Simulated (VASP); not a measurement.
# KV2I3O13 (Ima2) in VASP: electric field gradients with r2SCAN

Aim: the electric field gradients of KV2I3O13 with r2SCAN.

Program: VASP 6.6.1. These are calculated values, not measurements. Logs are shortened: lines on timing, memory, paths and dates and some standing lists are left out, and cuts for length are marked.

### Step 1. The cell of the first run

It takes space group Ima2 (No. 46, orthorhombic). The conventional cell has a = 14.136 Å, b = 10.201 Å, c = 8.064 Å, α = 90.00°, β = 90.00°, γ = 90.00°. K (site symmetry m) has 8 O at 2.75 to 3.25 Å within 3.6 Å. V (site symmetry 1) has 6 O at 1.63 to 2.28 Å within 2.3 Å. Within 2.4 Å of I (site symmetry m) lie 3 O at 1.81 to 1.89 Å. I (site symmetry 1) has 3 O at 1.81 to 1.91 Å within 2.4 Å. O (site symmetry 1) has 1 I at 1.89 Å and 1 V at 1.99 Å within 2.5 Å. O (site symmetry m) has 1 I at 1.81 Å within 2.4 Å. Within 2.9 Å of O (site symmetry 1) lie 2 I at 1.86 to 2.54 Å and 1 V at 2.28 Å and 7 O at 2.68 to 2.85 Å. O (site symmetry 1) has 1 I at 1.91 Å and 1 V at 1.94 Å within 2.5 Å.

### Step 2. Electric field gradients, r2SCAN

Input file POSCAR:

```
KV2I3O13
1.0
   -7.0680000000      5.1005000000      4.0319000000
    7.0680000000     -5.1005000000      4.0319000000
    7.0680000000      5.1005000000     -4.0319000000
K V I O
2 4 6 26
Direct
    0.3560781428      0.7146883955      0.1413897474
    0.5732986481      0.2146883955      0.8586102526
    0.9957715045      0.3871089066      0.3521327220
    0.0349761847      0.6436387826      0.6478672780
    0.9957715045      0.1436387826      0.1086625979
    0.0349761847      0.8871089066      0.8913374021
    0.9816328114      0.0101835686      0.4714492428
    0.5387343259      0.5101835686      0.5285507572
    0.4962046842      0.7552302147      0.7563330175
    0.9988971972      0.7398716667      0.2436669825
    0.4962046842      0.2398716667      0.2409744695
    0.9988971972      0.2552302147      0.7590255305
    0.9620393526      0.1944359376      0.4681142061
    0.7263217315      0.4939251465      0.5318857939
    0.9620393526      0.9939251465      0.2676034150
    0.7263217315      0.6944359376      0.7323965850
    0.7048948435      0.8032571440      0.4016376996
    0.4016194444      0.3032571440      0.5983623004
    0.3389156122      0.5833555807      0.5562855495
    0.0270700312      0.7826300627      0.4437144505
    0.3389156122      0.2826300627      0.2555600315
    0.0270700312      0.0833555807      0.7444399685
    0.3314950443      0.8174567275      0.7118206869
    0.1056360407      0.6196743574      0.2881793131
    0.3314950443      0.1196743574      0.0140383167
    0.1056360407      0.3174567275      0.9859616833
    0.4072643809      0.5955890798      0.8761028621
    0.7194862177      0.5311615187      0.1238971379
    0.4072643809      0.0311615187      0.3116753010
    0.7194862177      0.0955890798      0.6883246990
    0.7509239562      0.2448682595      0.2055355553
    0.0393327042      0.5453884009      0.7944644447
    0.7509239562      0.0453884009      0.0060556967
    0.0393327042      0.7448682595      0.9939443033
    0.1041073809      0.3419095587      0.2621978222
    0.0797117365      0.8419095587      0.7378021778
    0.9692966912      0.4692966912      0.5000000000
    0.9692966912      0.9692966912      0.0000000000
```

Input file INCAR.step1:

```
ALGO = Normal
EDIFF = 1E-4
ENCUT = 520
GGA = PE
ISMEAR = -1
LASPH = T
LCHARG = F
LREAL = Auto
LUSENCCL = F
LWAVE = T
NBANDS = 159
NELM = 100
PREC = Accurate
SIGMA = 0.02
```

Input file INCAR.step2:

```
ALGO = Normal
EDIFF = 1E-8
ENCUT = 520
ISIF = 2
ISMEAR = -1
ISTART = 1
LASPH = T
LCHARG = F
LEFG = T
LMIXTAU = T
LREAL = Auto
LUSENCCL = F
LWAVE = F
METAGGA = R2SCAN
NBANDS = 159
NELM = 100
PREC = Accurate
SIGMA = 0.02
```

Input file KPOINTS:

```
k-points
0
Gamma
  4 4 4
```

Potentials or basis: VASP PAW PBE potentials, release 64 (K_sv, V_sv, I, O).

Run with:

```console
> cat potpaw_PBE.64/K_sv/POTCAR potpaw_PBE.64/V_sv/POTCAR potpaw_PBE.64/I/POTCAR potpaw_PBE.64/O/POTCAR > POTCAR
> cp INCAR.step1 INCAR
> mpirun -np 1 vasp_std > vasp.out
> cp INCAR.step2 INCAR
> mpirun -np 1 vasp_std > vasp.out
```

OUTCAR:

```text
EDIFF = 1E-8
   ENCUT = 520
   ISIF = 2
   ISMEAR = -1
   ISTART = 1
   LASPH = T
   LREAL = Auto
   METAGGA = R2SCAN
   NELM = 100
   PREC = Accurate

 ion  position               nearest neighbor table
   1  0.356  0.715  0.141-  17 2.75
   2  0.573  0.215  0.859-  18 2.75
   3  0.996  0.387  0.352-  31 1.63  35 1.86  37 1.86  24 1.94  13 1.99  19 2.28
   4  0.035  0.644  0.648-  32 1.63  36 1.86  37 1.86  23 1.94  14 1.99  20 2.28
   5  0.996  0.144  0.109-  33 1.63  35 1.86  38 1.86  26 1.94  15 1.99  21 2.28
   6  0.035  0.887  0.891-  34 1.63  36 1.86  38 1.86  25 1.94  16 1.99  22 2.28
   7  0.982  0.010  0.471-  17 1.81  13 1.89  15 1.89  20 2.54  22 2.54  18 2.69
   8  0.539  0.510  0.529-  18 1.81  14 1.89  16 1.89  21 2.54  19 2.54  17 2.69
   9  0.496  0.755  0.756-  27 1.81  19 1.86  23 1.91  33 2.58  16 2.72  30 2.74
  10  0.999  0.740  0.244-  28 1.81  20 1.86  24 1.91  34 2.58  15 2.72  29 2.74
  11  0.496  0.240  0.241-  29 1.81  21 1.86  25 1.91  31 2.58  14 2.72  28 2.74
  12  0.999  0.255  0.759-  30 1.81  22 1.86  26 1.91  32 2.58  13 2.72  27 2.74
  13  0.962  0.194  0.468-   7 1.89   3 1.99  12 2.72
  14  0.726  0.494  0.532-   8 1.89   4 1.99  11 2.72
  15  0.962  0.994  0.268-   7 1.89   5 1.99  10 2.72
  16  0.726  0.694  0.732-   8 1.89   6 1.99   9 2.72
  17  0.705  0.803  0.402-   7 1.81   8 2.69   1 2.75
  18  0.402  0.303  0.598-   8 1.81   7 2.69   2 2.75
  19  0.339  0.583  0.556-   9 1.86   3 2.28   8 2.54
[... 5 lines left out ...]
  25  0.331  0.120  0.014-  11 1.91   6 1.94
  26  0.106  0.317  0.986-  12 1.91   5 1.94
  27  0.407  0.596  0.876-   9 1.81  12 2.74
  28  0.719  0.531  0.124-  10 1.81  11 2.74
[... 8 lines left out ...]
  37  0.969  0.469  0.500-   3 1.86   4 1.86
  38  0.969  0.969  0.000-   5 1.86   6 1.86

  LATTYP: Found a body centered orthorhombic cell.
 ALAT       =     8.0638000000
 B/A-ratio  =     1.2650363352
 C/A-ratio  =     1.7530196681

  Lattice vectors:

 A1 = (  -7.0680000000,   5.1005000000,  -4.0319000000)
 A2 = (  -7.0680000000,  -5.1005000000,   4.0319000000)
 A3 = (   7.0680000000,   5.1005000000,   4.0319000000)

Analysis of symmetry for initial positions (statically):
=====================================================================
 Subroutine PRICEL returns:
 Original cell was already a primitive cell.

 Routine SETGRP: Setting up the symmetry group for a
 body centered orthorhombic supercell.

 Subroutine GETGRP returns: Found  4 space group operations
 (whereof  2 operations were pure point group operations)
 out of a pool of  8 trial point group operations.

The static configuration has the point symmetry C_2 .
 The point group associated with its full space group is C_2v.

Analysis of symmetry for dynamics (positions and initial velocities):
=====================================================================
 Subroutine PRICEL returns:
 Original cell was already a primitive cell.

 Routine SETGRP: Setting up the symmetry group for a
 body centered orthorhombic supercell.

 Subroutine GETGRP returns: Found  4 space group operations
 (whereof  2 operations were pure point group operations)
 out of a pool of  8 trial point group operations.

The dynamic configuration has the point symmetry C_2 .
 The point group associated with its full space group is C_2v.

 Subroutine INISYM returns: Found  4 space group operations
 (whereof  2 operations are pure point group operations),
 and found     1 'primitive' translations

----------------------------------------------------------------------------------------

                                     Primitive cell

  volume of cell :     581.4054

  direct lattice vectors                    reciprocal lattice vectors
    -7.068000000  5.100500000  4.031900000     0.000000000  0.098029605  0.124011012
     7.068000000 -5.100500000  4.031900000     0.070741370  0.000000000  0.124011012
     7.068000000  5.100500000 -4.031900000     0.070741370  0.098029605  0.000000000

  length of vectors
     9.603537987  9.603537987  9.603537987     0.158077622  0.142769298  0.120888977

[... 151 lines left out ...]
   ISIF   =      2    stress and relaxation
   ISYM   =      2    0-nonsym 1-usesym 2-fastsym
   POTIM  = 0.5000    time-step for ionic-motion
   TEBEG  =    0.0;   TEEND  =   0.0 temperature during run
   PSTRESS=    0.0 pullay stress
   NELECT =     268.0000    total number of electrons
   NUPDOWN=      -1.0000    fix difference up-down
   EMIN   =  10.00;   EMAX   =-10.00  energy-range for DOS
   EFERMI =   0.00;   METHOD = LEGACY
   ISMEAR =    -1;   SIGMA  =   0.02  broadening in eV -4-tet -1-fermi 0-gaus
   EFERMI_NEDOS =   21; number of points for ismear=-14 and -15
   IALGO  =     38    algorithm
   IMIX   =      4    mixing-type and parameters
     AMIX     =   0.40;   BMIX     =  1.00
     AMIX_MAG =   1.60;   BMIX_MAG =  1.00
  volume/ion in A,a.u.               =      15.30       103.25
  Fermi-wavevector in a.u.,A,eV,Ry     =   1.264620  2.389785 21.759308  1.599264
  Thomas-Fermi vector in A             =   2.397916
   LORBIT       =      0    0 simple, 1 ext, 2 COOP (PROOUT), +10 PAW based schemes
   METAGGA = R2SCAN    functional components
   LHFCALC =     F    Hartree Fock is set to
   AEXX    =    0.0000 exact exchange contribution
   IVDW    =     0    specifies the selected vdW correction
   LEPSILON=     F    determine dielectric tensor
   LRPA    =     F    only Hartree local field effects (RPA)
 non-spin polarized calculation
  energy-cutoff  :      520.00
  volume of cell :      581.41
 maximum number of plane-waves:     15678
   NGX = 35   NGY = 35   NGZ = 35

 number of electron     267.9999993 magnetization

 Free energy of the ion-electron system (eV)
  ---------------------------------------------------
  ext. energy  EPLUGINS =         0.00000000
  ---------------------------------------------------
  free energy    TOTEN  =      -420.04587940 eV

  energy without entropy =     -420.04587940  energy(sigma->0) =     -420.04587940

 E-fermi :   2.0742     XC(G=0):  -9.8720

 val. band max:        1.6153440582   @ k =   0.5000   0.5000   0.5000
 cond. band min:       3.3261909580   @ k =   0.5000   0.5000   0.5000
 fundamental gap:      1.7108468998
 Fermi energy:         2.0741887813

 k-point     1 :       0.0000    0.0000    0.0000
  band No.  band energies     occupation
      1     -65.6218      2.00000
      2     -65.6209      2.00000
      3     -65.6200      2.00000
      4     -65.6192      2.00000
      5     -38.4648      2.00000
      6     -38.4644      2.00000
[... 2671 lines left out ...]
    145       4.9355      0.00000
    146       5.0379      0.00000
 [bands above 146 left out]

------------------------ aborting loop because EDIFF is reached ----------------------------------------

  FORCE on cell =-STRESS in cart. coord.  units (eV):
  Direction    XX          YY          ZZ          XY          YZ          ZX
  --------------------------------------------------------------------------------------
  -------------------------------------------------------------------------------------
  Total      -23.7038476     -9.8647962    -11.7172927      0.0000000      0.0000000      0.0000000
  in kB      -65.3206340    -27.1843944    -32.2893144      0.0000000      0.0000000      0.0000000
  external PRESSURE =     -41.5981143 kB  Pullay stress =       0.0000000 kB

 VOLUME and BASIS-vectors are now :
 -----------------------------------------------------------------------------
  energy-cutoff  :      520.00
  volume of cell :      581.41
      direct lattice vectors                 reciprocal lattice vectors
    -7.068000000  5.100500000  4.031900000     0.000000000  0.098029605  0.124011012
     7.068000000 -5.100500000  4.031900000     0.070741370  0.000000000  0.124011012
     7.068000000  5.100500000 -4.031900000     0.070741370  0.098029605  0.000000000

 POSITION                                       TOTAL-FORCE (eV/Angst)
 -----------------------------------------------------------------------------------
      3.53400     -1.10793      3.74715        -0.000000     -0.030866     -0.038238
      3.53400      6.20843     -0.28475        -0.000000      0.030866     -0.038238
     -1.81315      4.90054      4.15587         0.031498      0.131457      0.066528
      8.88115      0.19996      0.12397        -0.031498     -0.131457      0.066528
     -5.25485      4.90054      4.15587        -0.031498      0.131457      0.066528
     12.32285      0.19996      0.12397         0.031498     -0.131457      0.066528
[... 30 lines left out ...]
      0.00000      5.10050      3.78431        -0.000000      0.000000      0.080025
      0.00000      0.00000      7.81621        -0.000000      0.000000      0.080025
 -----------------------------------------------------------------------------------
    total drift:                                0.000001     -0.000010      0.009736

  FREE ENERGIE OF THE ION-ELECTRON SYSTEM (eV)
  ---------------------------------------------------
  free  energy   TOTEN  =      -420.0458793954 eV

  energy  without entropy=     -420.0458793954  energy(sigma->0) =     -420.04587940

 Electric field gradients (V/A^2)
---------------------------------------------------------------------
 ion       V_xx      V_yy      V_zz      V_xy      V_xz      V_yz
---------------------------------------------------------------------
   1      -4.389    -7.934    12.323    -0.000    -0.000   -10.528
   2      -4.389    -7.934    12.323    -0.000    -0.000    10.528
   3     -43.597    15.553    28.045    -4.435    12.339   -32.684
   4     -43.597    15.553    28.045    -4.436   -12.341    32.683
   5     -43.597    15.553    28.045     4.434   -12.341   -32.684
   6     -43.597    15.553    28.045     4.434    12.339    32.683
[... 30 lines left out ...]
  37      30.128   -22.871    -7.257    -6.609    -0.001    -0.001
  38      30.128   -22.871    -7.256     6.605     0.000     0.000
---------------------------------------------------------------------

 Electric field gradients after diagonalization (V/A^2)
 (convention: |V_zz| > |V_xx| > |V_yy|)
----------------------------------------------------------------------
 ion       V_xx      V_yy      V_zz     asymmetry (V_yy - V_xx)/ V_zz
----------------------------------------------------------------------
   1     -12.415    -4.389    16.804       0.478
   2     -12.415    -4.389    16.804       0.478
   3     -45.685   -10.912    56.598       0.614
   4     -45.686   -10.911    56.597       0.614
   5     -45.686   -10.912    56.598       0.614
   6     -45.685   -10.911    56.596       0.614
[... 30 lines left out ...]
  37     -23.683    -7.257    30.940       0.531
  38     -23.682    -7.256    30.938       0.531
----------------------------------------------------------------------

           NMR quadrupolar parameters

 Cq : quadrupolar parameter    Cq=e*Q*V_zz/h
 eta: asymmetry parameters     (V_yy - V_xx)/ V_zz
 Q  : nuclear electric quadrupole moment in mb (millibarn)
----------------------------------------------------------------------
 ion       Cq(MHz)       eta       Q (mb)
----------------------------------------------------------------------
   1       0.041       0.478       1.000
   2       0.041       0.478       1.000
   3       0.137       0.614       1.000
   4       0.137       0.614       1.000
   5       0.137       0.614       1.000
   6       0.137       0.614       1.000
[... 30 lines left out ...]
  37       0.075       0.531       1.000
  38       0.075       0.531       1.000
----------------------------------------------------------------------
```

Run time: 15 min. Hardware: 1 × NVIDIA H100 80GB with 1 thread of AMD EPYC 7R13 (Zen 3), shared host; peak memory 2.5 GiB.

What came out:

```yaml
Free_energy: -420.0459 eV
Pressure: -4.2 GPa
Largest_force: 0.928 eV/Å
Band_gap_on_the_k_mesh: 1.71 eV
Largest_electric_field_gradient_by_atom: K +16.8; V +56.6; I -552.3, -556.1 (each value once); O +145.1, +150.4, +140.7, +146.2, +144.2, -18.1, -50.6, +30.9 (each value once) V/Å²
```

Forces on the atoms (eV/Å):
```
K    0.000 -0.031 -0.038
K    0.000  0.031 -0.038
V    0.031  0.131  0.067
V   -0.031 -0.131  0.067
V   -0.031  0.131  0.067
V    0.031 -0.131  0.067
I    0.000 -0.896 -0.238
I    0.000  0.896 -0.238
I    0.011 -0.349 -0.792
I   -0.011  0.349 -0.792
I   -0.011 -0.349 -0.792
I    0.011  0.349 -0.792
O   -0.476  0.255 -0.127
O    0.476 -0.255 -0.127
O    0.476  0.255 -0.127
O   -0.476 -0.255 -0.127
O    0.000  0.344  0.753
O    0.000 -0.344  0.753
O    0.506  0.273  0.062
O   -0.506 -0.273  0.062
O   -0.506  0.273  0.062
O    0.506 -0.273  0.062
O   -0.407  0.385 -0.099
O    0.407 -0.385 -0.099
O    0.407  0.385 -0.099
O   -0.407 -0.385 -0.099
O   -0.130 -0.460  0.604
O    0.130  0.460  0.604
O    0.130 -0.460  0.604
O   -0.130  0.460  0.604
O    0.030  0.049  0.062
O   -0.030 -0.049  0.062
O   -0.030  0.049  0.062
O    0.030 -0.049  0.062
O    0.000 -0.038 -0.109
O    0.000  0.038 -0.109
O    0.000  0.000  0.080
O    0.000  0.000  0.080
```

Stress tensor (GPa, compression positive):
```
-6.53  0.00  0.00
 0.00 -2.72  0.00
 0.00  0.00 -3.23
```

Electric field gradients, principal values (V/Å²):
```csv
atom,least,middle,greatest (by size)
1 K,-4.389,-12.415,16.804
2 K,-4.389,-12.415,16.804
3 V,-10.912,-45.685,56.598
4 V,-10.911,-45.686,56.597
5 V,-10.912,-45.686,56.598
6 V,-10.911,-45.685,56.596
7 I,155.616,396.657,-552.273
8 I,155.616,396.657,-552.273
9 I,179.249,376.872,-556.121
10 I,179.248,376.873,-556.121
11 I,179.249,376.873,-556.121
12 I,179.249,376.872,-556.121
13 O,-44.680,-100.372,145.051
14 O,-44.682,-100.371,145.053
15 O,-44.680,-100.371,145.051
16 O,-44.679,-100.372,145.051
17 O,-67.029,-83.391,150.420
18 O,-67.031,-83.390,150.421
19 O,-46.884,-93.845,140.729
20 O,-46.883,-93.847,140.730
21 O,-46.888,-93.845,140.733
22 O,-46.885,-93.848,140.733
23 O,-50.004,-96.243,146.246
24 O,-50.002,-96.244,146.246
25 O,-50.002,-96.241,146.243
26 O,-50.002,-96.241,146.243
27 O,-66.918,-77.308,144.226
28 O,-66.919,-77.307,144.226
29 O,-66.922,-77.305,144.227
30 O,-66.921,-77.305,144.226
31 O,3.433,14.679,-18.112
32 O,3.431,14.679,-18.110
33 O,3.429,14.679,-18.108
34 O,3.432,14.676,-18.108
35 O,19.251,31.334,-50.585
36 O,19.251,31.333,-50.584
37 O,-7.257,-23.683,30.940
38 O,-7.256,-23.682,30.938
```

Caveat: the cell stands under tension; without QUAD_EFG the Cq values of the log hold for a quadrupole moment of 1 mb, not for the nuclei; the PAW data sets were made with another functional, which shifts forces and pressure a little; spin-orbit coupling is left out, which moves the levels of the heavy elements. A k mesh can miss the band edges.
